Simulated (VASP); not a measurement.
# YCu2S2 (P-3m1) in VASP: further runs, part 2 of 2

VASP 6.6.1. Earlier steps stand in the parts before.

**4. Single point, PBEsol**

Input file INCAR:

```
PREC = Accurate
ENCUT = 600
EDIFF = 1E-6
ISMEAR = 0
SIGMA = 0.2
LREAL = F
LASPH = T
NELM = 120
ALGO = Normal
ISIF = 2
LWAVE = F
LCHARG = F
GGA = PS
NBANDS = 30
GGA_COMPAT = F
```

Input file KPOINTS:

```
regular mesh
0
Gamma
  8 8 4
```

Input file POSCAR:

```
YCu2S2
1.0
    3.9274040000      0.0000000000      0.0000000000
   -1.9637020000      3.4012316349      0.0000000000
    0.0000000000      0.0000000000      6.4141120000
Y Cu S
1 2 2
Direct
    0.0000000000      0.0000000000      0.0000000000
    0.6666666667      0.3333333333      0.6583610000
    0.3333333333      0.6666666667      0.3416390000
    0.6666666667      0.3333333333      0.2673940000
    0.3333333333      0.6666666667      0.7326060000
```

Potentials or basis: VASP PAW PBE potentials, release 64 (Y_sv, Cu, S).

The run is started by

```console
$ cat potpaw_PBE.64/Y_sv/POTCAR potpaw_PBE.64/Cu/POTCAR potpaw_PBE.64/S/POTCAR > POTCAR
$ mpirun -np 1 vasp_std > vasp.out
```

OUTCAR:

```text
PREC = Accurate
   ENCUT = 600
   EDIFF = 1E-6
   ISMEAR = 0
   LREAL = F
   LASPH = T
   NELM = 120
   ISIF = 2
   GGA = PS

 ion  position               nearest neighbor table
   1  0.000  0.000  0.000-   4 2.84   5 2.84   5 2.84   4 2.84   4 2.84   5 2.84   2 3.15   3 3.15
                             3 3.15   2 3.15   3 3.15   2 3.15
   2  0.667  0.333  0.658-   5 2.32   5 2.32   5 2.32   4 2.51   1 3.15   1 3.15   1 3.15
   3  0.333  0.667  0.342-   4 2.32   4 2.32   4 2.32   5 2.51   1 3.15   1 3.15   1 3.15
   4  0.667  0.333  0.267-   3 2.32   3 2.32   3 2.32   2 2.51   1 2.84   1 2.84   1 2.84
   5  0.333  0.667  0.733-   2 2.32   2 2.32   2 2.32   3 2.51   1 2.84   1 2.84   1 2.84

  LATTYP: Found a hexagonal cell.
 ALAT       =     3.9274040000
 C/A-ratio  =     1.6331683728

  Lattice vectors:

 A1 = (   3.9274040000,   0.0000000000,   0.0000000000)
 A2 = (  -1.9637020000,   3.4012316349,   0.0000000000)
 A3 = (   0.0000000000,   0.0000000000,   6.4141120000)

Analysis of symmetry for initial positions (statically):
=====================================================================
 Subroutine PRICEL returns:
[... 181 lines left out ...]
 cond. band min:       7.3243646003   @ k =   0.1250   0.0000   0.0000
 fundamental gap:      0.0432751296
 Fermi energy:         7.3091081366

 k-point     1 :       0.0000    0.0000    0.0000
  band No.  band energies     occupation
      1     -36.2279      2.00000
      2     -16.3963      2.00000
      3     -16.1997      2.00000
      4     -16.1997      2.00000
      5      -8.4433      2.00000
      6      -7.3883      2.00000
[... 781 lines left out ...]
     29      11.5250      0.00000
     30      11.8212      0.00000

 [... further k-points ...]

------------------------ aborting loop because EDIFF is reached ----------------------------------------

  FORCE on cell =-STRESS in cart. coord.  units (eV):
  Direction    XX          YY          ZZ          XY          YZ          ZX
  --------------------------------------------------------------------------------------
  -------------------------------------------------------------------------------------
  Total       -2.2786966     -2.2786966     -2.1284376      0.0000000     -0.0000000      0.0000000
  in kB      -42.6107089    -42.6107089    -39.8009253      0.0000000     -0.0000000      0.0000000
  external PRESSURE =     -41.6741144 kB  Pullay stress =       0.0000000 kB

 VOLUME and BASIS-vectors are now :
 -----------------------------------------------------------------------------
  energy-cutoff  :      600.00
  volume of cell :       85.68
      direct lattice vectors                 reciprocal lattice vectors
     3.927404000  0.000000000  0.000000000     0.254621119  0.147005571  0.000000000
    -1.963702000  3.401231635  0.000000000     0.000000000  0.294011143  0.000000000
     0.000000000  0.000000000  6.414112000     0.000000000  0.000000000  0.155906227

 POSITION                                       TOTAL-FORCE (eV/Angst)
 -----------------------------------------------------------------------------------
      0.00000      0.00000      0.00000         0.000000      0.000000      0.000000
      1.96370      1.13374      4.22280         0.000000     -0.000000      0.069945
     -0.00000      2.26749      2.19131         0.000000      0.000000     -0.069945
      1.96370      1.13374      1.71510         0.000000     -0.000000      0.054164
     -0.00000      2.26749      4.69902        -0.000000      0.000000     -0.054164
 -----------------------------------------------------------------------------------
    total drift:                               -0.000000      0.000000      0.000000

  FREE ENERGIE OF THE ION-ELECTRON SYSTEM (eV)
  ---------------------------------------------------
  free  energy   TOTEN  =       -28.6130496000 eV

  energy  without entropy=      -28.5683349492  energy(sigma->0) =      -28.59069227
```

OSZICAR:

```text
N       E                     dE             d eps       ncg     rms          rms(c)
DAV:   1     0.402160672933E+03    0.40216E+03   -0.21883E+04  2100   0.206E+03
DAV:   2     0.143543016478E+02   -0.38781E+03   -0.37378E+03  2124   0.438E+02
DAV:   3    -0.284766003511E+02   -0.42831E+02   -0.41022E+02  2798   0.151E+02
DAV:   4    -0.315153705124E+02   -0.30388E+01   -0.29917E+01  3720   0.349E+01
[... 11 lines left out ...]
DAV:  16    -0.286130659281E+02    0.53169E-04   -0.37306E-04  3756   0.329E-01    0.747E-02
DAV:  17    -0.286130572528E+02    0.86753E-05   -0.56099E-05  3274   0.147E-01    0.518E-02
DAV:  18    -0.286130523191E+02    0.49337E-05   -0.97178E-06  3044   0.239E-02    0.332E-02
DAV:  19    -0.286130497486E+02    0.25705E-05   -0.42333E-06  2890   0.182E-02    0.102E-02
DAV:  20    -0.286130496000E+02    0.14858E-06   -0.23989E-06  1866   0.157E-02
   1 F= -.28613050E+02 E0= -.28590692E+02  d E =-.447147E-01
```

Run time: 73 s. Hardware: 1 thread of AMD EPYC 9R45 (Zen 5), shared host; peak memory 0.27 GiB.

Results:

```yaml
Free_energy: -28.6130 eV
Pressure: -4.2 GPa
Largest_force: 0.070 eV/Å
Band_gap_on_the_k_mesh: zero (an odd number of electrons rules out a gap without spin polarisation)
```

Forces in eV/Å, atoms in the order of the input:
```
Y    0.000  0.000  0.000
Cu   0.000  0.000  0.070
Cu   0.000  0.000 -0.070
S    0.000  0.000  0.054
S    0.000  0.000 -0.054
```

Caveat: the cell stands under tension; the PAW data sets were made with another functional, which shifts forces and pressure a little. With open d or f shells a metallic result of PBEsol can be an artefact of self-interaction; +U or a hybrid may open a gap.

**5. Single point, PBEsol**

Input file INCAR:

```
SYSTEM = YCu2S2
ALGO     = Normal         ! electronic algorithm
EDIFF    = 1E-6           ! SCF threshold, eV
ENCUT    = 600            ! plane-wave cutoff, eV
GGA      = PS             ! functional
GGA_COMPAT= .False.      
ISIF     = 2              ! what is computed and relaxed
ISMEAR   = 0              ! smearing method
LASPH    = .True.         ! aspherical terms in the spheres
LCHARG   = .False.        ! write CHGCAR
LREAL    = .False.        ! projectors in reciprocal space
LWAVE    = .False.        ! write WAVECAR
NBANDS   = 30             ! bands
NELM     = 120            ! most SCF steps
PREC     = Accurate       ! precision mode
SIGMA    = 0.1            ! smearing width, eV
```

Input file KPOINTS:

```
k-points
0
Gamma
  8 8 4
  0 0 0
```

POSCAR is that of step 4.

Potentials or basis: VASP PAW PBE potentials, release 64 (Y_sv, Cu, S).

The run is started by

```console
$ cat potpaw_PBE.64/Y_sv/POTCAR potpaw_PBE.64/Cu/POTCAR potpaw_PBE.64/S/POTCAR > POTCAR
$ mpirun -np 1 vasp_std > vasp.out
```

OUTCAR:

```text
SYSTEM = YCu2S2
   EDIFF = 1E-6
   ENCUT = 600
   GGA = PS
   ISIF = 2
   ISMEAR = 0
   LASPH = .True.
   LREAL = .False.
   NELM = 120
   PREC = Accurate

 ion  position               nearest neighbor table
   1  0.000  0.000  0.000-   4 2.84   5 2.84   5 2.84   4 2.84   4 2.84   5 2.84   2 3.15   3 3.15
                             3 3.15   2 3.15   3 3.15   2 3.15
   2  0.667  0.333  0.658-   5 2.32   5 2.32   5 2.32   4 2.51   1 3.15   1 3.15   1 3.15
   3  0.333  0.667  0.342-   4 2.32   4 2.32   4 2.32   5 2.51   1 3.15   1 3.15   1 3.15
   4  0.667  0.333  0.267-   3 2.32   3 2.32   3 2.32   2 2.51   1 2.84   1 2.84   1 2.84
   5  0.333  0.667  0.733-   2 2.32   2 2.32   2 2.32   3 2.51   1 2.84   1 2.84   1 2.84

  LATTYP: Found a hexagonal cell.
 ALAT       =     3.9274040000
 C/A-ratio  =     1.6331683728

  Lattice vectors:

 A1 = (   3.9274040000,   0.0000000000,   0.0000000000)
 A2 = (  -1.9637020000,   3.4012316349,   0.0000000000)
 A3 = (   0.0000000000,   0.0000000000,   6.4141120000)

Analysis of symmetry for initial positions (statically):
=====================================================================
 Subroutine PRICEL returns:
 Original cell was already a primitive cell.

 Routine SETGRP: Setting up the symmetry group for a
 hexagonal supercell.

 Subroutine GETGRP returns: Found 12 space group operations
 (whereof 12 operations were pure point group operations)
 out of a pool of 24 trial point group operations.

The static configuration has the point symmetry D_3d.

Analysis of symmetry for dynamics (positions and initial velocities):
=====================================================================
 Subroutine PRICEL returns:
 Original cell was already a primitive cell.

 Routine SETGRP: Setting up the symmetry group for a
 hexagonal supercell.

 Subroutine GETGRP returns: Found 12 space group operations
 (whereof 12 operations were pure point group operations)
 out of a pool of 24 trial point group operations.

The dynamic configuration has the point symmetry D_3d.

 Subroutine INISYM returns: Found 12 space group operations
 (whereof 12 operations are pure point group operations),
 and found     1 'primitive' translations

----------------------------------------------------------------------------------------

                                     Primitive cell

  volume of cell :      85.6798

  direct lattice vectors                    reciprocal lattice vectors
     3.927404000  0.000000000  0.000000000     0.254621119  0.147005571  0.000000000
    -1.963702000  3.401231635  0.000000000     0.000000000  0.294011143  0.000000000
     0.000000000  0.000000000  6.414112000     0.000000000  0.000000000  0.155906227

  length of vectors
     3.927404000  3.927404000  6.414112000     0.294011143  0.294011143  0.155906227

  position of ions in fractional coordinates (direct lattice)
     0.000000000  0.000000000  0.000000000
     0.666666667  0.333333333  0.658361000
     0.333333333  0.666666667  0.341639000
     0.666666667  0.333333333  0.267394000
     0.333333333  0.666666667  0.732606000

  ion indices of the primitive-cell ions
   primitive index   ion index
                 1           1
                 2           2
                 3           3
[... 28 lines left out ...]

 Following reciprocal coordinates:
            Coordinates               Weight
  0.000000  0.000000  0.000000      1.000000
  0.125000  0.000000  0.000000      6.000000
  0.250000  0.000000  0.000000      6.000000
  0.375000  0.000000  0.000000      6.000000
  0.500000  0.000000  0.000000      3.000000
  0.125000  0.125000  0.000000      6.000000
[... 16 lines left out ...]
 -0.125000  0.500000  0.250000     12.000000
  0.250000  0.250000  0.250000     12.000000
 [... further k-points ...]
   k-points           NKPTS =     35   k-points in BZ     NKDIM =     35   number of bands    NBANDS=     30
   number of dos      NEDOS =    301   number of ions     NIONS =      5
   total plane-waves  NPLWV =  55296
   dimension x,y,z NGX =    32 NGY =   32 NGZ =   54
   dimension x,y,z NGXF=    64 NGYF=   64 NGZF=  108
   ions per type =               1   2   2
   NGX,Y,Z   is equivalent  to a cutoff of  13.55, 13.55, 14.00 a.u.
   NGXF,Y,Z  is equivalent  to a cutoff of  27.09, 27.09, 27.99 a.u.
 SYSTEM =  YCu2S2
   PREC   = accura    normal or accurate (medium, high low for compatibility)
   ISTART =      0    job   : 0-new  1-cont  2-samecut
   ICHARG =      2    charge: 1-file 2-atom 10-const
   ISPIN  =      1    spin polarized calculation?
   LNONCOLLINEAR =      F non collinear calculations
   LSORBIT =      F    spin-orbit coupling
   LASPH  =      T    aspherical Exc in radial PAW
   ENCUT  =  600.0 eV  44.10 Ry    6.64 a.u.   7.84  7.84 12.81*2*pi/ulx,y,z
   NELM   =    120;   NELMIN=  2; NELMDL= -5     # of ELM steps
   EDIFF  = 0.1E-05   stopping-criterion for ELM
   LREAL  =      F    real-space projection
   EDIFFG = 0.1E-04   stopping-criterion for IOM
   NSW    =      0    number of steps for IOM
   IBRION =     -1    ionic relax: 0-MD 1-quasi-New 2-CG
   NFREE  =      0    steps in history (QN), initial steepest desc. (CG)
   ISIF   =      2    stress and relaxation
   ISYM   =      2    0-nonsym 1-usesym 2-fastsym
   POTIM  = 0.5000    time-step for ionic-motion
   TEBEG  =    0.0;   TEEND  =   0.0 temperature during run
   PSTRESS=    0.0 pullay stress
   NELECT =      45.0000    total number of electrons
   NUPDOWN=      -1.0000    fix difference up-down
   EMIN   =  10.00;   EMAX   =-10.00  energy-range for DOS
   EFERMI =   0.00;   METHOD = LEGACY
   ISMEAR =     0;   SIGMA  =   0.10  broadening in eV -4-tet -1-fermi 0-gaus
   EFERMI_NEDOS =   21; number of points for ismear=-14 and -15
   IALGO  =     38    algorithm
   IMIX   =      4    mixing-type and parameters
     AMIX     =   0.40;   BMIX     =  1.00
     AMIX_MAG =   1.60;   BMIX_MAG =  1.00
  volume/ion in A,a.u.               =      17.14       115.64
  Fermi-wavevector in a.u.,A,eV,Ry     =   1.320848  2.496041 23.737266  1.744640
  Thomas-Fermi vector in A             =   2.450645
   LORBIT       =      0    0 simple, 1 ext, 2 COOP (PROOUT), +10 PAW based schemes
   GGA     = PS    functional components
   LHFCALC =     F    Hartree Fock is set to
   AEXX    =    0.0000 exact exchange contribution
   IVDW    =     0    specifies the selected vdW correction
   LEPSILON=     F    determine dielectric tensor
   LRPA    =     F    only Hartree local field effects (RPA)
 non-spin polarized calculation
 Gauss-broadening in eV      SIGMA  =   0.10
  energy-cutoff  :      600.00
  volume of cell :       85.68
 maximum number of plane-waves:      2876
 NGX is ok and might be reduce to    32
   NGX = 15   NGY = 15   NGZ = 25

 number of electron      45.0000007 magnetization

 Free energy of the ion-electron system (eV)
  ---------------------------------------------------
  ext. energy  EPLUGINS =         0.00000000
  ---------------------------------------------------
  free energy    TOTEN  =       -28.59593382 eV

  energy without entropy =      -28.58409941  energy(sigma->0) =      -28.59001661

 E-fermi :   7.2973     XC(G=0): -11.0333

 val. band max:        7.2809583859   @ k =   0.1250   0.0000   0.5000
 cond. band min:       7.3238564989   @ k =   0.1250   0.0000   0.0000
 fundamental gap:      0.0428981131
 Fermi energy:         7.2972876808

 k-point     1 :       0.0000    0.0000    0.0000
  band No.  band energies     occupation
      1     -36.2243      2.00000
      2     -16.3934      2.00000
      3     -16.1958      2.00000
      4     -16.1958      2.00000
      5      -8.4463      2.00000
      6      -7.3917      2.00000
[... 781 lines left out ...]
     29      11.5245      0.00000
     30      11.8217      0.00000

 [... further k-points ...]

------------------------ aborting loop because EDIFF is reached ----------------------------------------

  FORCE on cell =-STRESS in cart. coord.  units (eV):
  Direction    XX          YY          ZZ          XY          YZ          ZX
  --------------------------------------------------------------------------------------
  -------------------------------------------------------------------------------------
  Total       -2.0265695     -2.0265695     -1.7800495      0.0000000      0.0000000      0.0000000
  in kB      -37.8960328    -37.8960328    -33.2862090      0.0000000      0.0000000      0.0000000
  external PRESSURE =     -36.3594249 kB  Pullay stress =       0.0000000 kB

 VOLUME and BASIS-vectors are now :
 -----------------------------------------------------------------------------
  energy-cutoff  :      600.00
  volume of cell :       85.68
      direct lattice vectors                 reciprocal lattice vectors
     3.927404000  0.000000000  0.000000000     0.254621119  0.147005571  0.000000000
    -1.963702000  3.401231635  0.000000000     0.000000000  0.294011143  0.000000000
     0.000000000  0.000000000  6.414112000     0.000000000  0.000000000  0.155906227

 POSITION                                       TOTAL-FORCE (eV/Angst)
 -----------------------------------------------------------------------------------
      0.00000      0.00000      0.00000         0.000000      0.000000      0.000000
      1.96370      1.13374      4.22280        -0.000000      0.000000      0.074165
     -0.00000      2.26749      2.19131         0.000000     -0.000000     -0.074165
      1.96370      1.13374      1.71510         0.000000     -0.000000      0.058581
     -0.00000      2.26749      4.69902        -0.000000      0.000000     -0.058581
 -----------------------------------------------------------------------------------
    total drift:                               -0.000000      0.000000      0.000000

  FREE ENERGIE OF THE ION-ELECTRON SYSTEM (eV)
  ---------------------------------------------------
  free  energy   TOTEN  =       -28.5959338191 eV

  energy  without entropy=      -28.5840994052  energy(sigma->0) =      -28.59001661
```

It took 86 s on 1 thread of AMD EPYC 9R45 (Zen 5), shared host; peak memory 0.27 GiB.

What came out:

```
Free energy            : -28.5959 eV
Pressure               : -3.6 GPa
Largest force          : 0.074 eV/Å
Band gap on the k mesh : zero (an odd number of electrons rules out a gap without spin polarisation)
```

Forces in eV/Å, atoms in the order of the input:
```
Y    0.000  0.000  0.000
Cu   0.000  0.000  0.074
Cu   0.000  0.000 -0.074
S    0.000  0.000  0.059
S    0.000  0.000 -0.059
```

Stress tensor (GPa, compression positive):
```
-3.79  0.00  0.00
 0.00 -3.79  0.00
 0.00  0.00 -3.33
```

Caveat: the cell stands under tension; the PAW data sets were made with another functional, which shifts forces and pressure a little. With open d or f shells a metallic result of PBEsol can be an artefact of self-interaction; +U or a hybrid may open a gap.

**6. The runs side by side**

| smearing | gap on the mesh (eV) | pressure (GPa) | largest force (eV/Å) |
| --- | --- | --- | --- |
| gaussian 0.5 eV | none | -3.9 | 0.05 |
| gaussian 0.3 eV | none | -4.1 | 0.06 |
| gaussian 0.2 eV | none | -4.2 | 0.07 |
| gaussian 0.1 eV | none | -3.6 | 0.07 |

Alike in all rows: task single point; level PBEsol; potentials or basis VASP PAW PBE potentials, release 64 (Y_sv, Cu, S); no spin polarisation; cell as given; k mesh 8 × 8 × 4; cutoff (eV) 600.

Caveats: the cell stands under tension; the PAW data sets were made with another functional, which shifts forces and pressure a little; so wide a smearing shifts energies and pressures (at least some runs).

Total energies depend on the potentials used, so only differences within one code and one set of settings carry meaning.
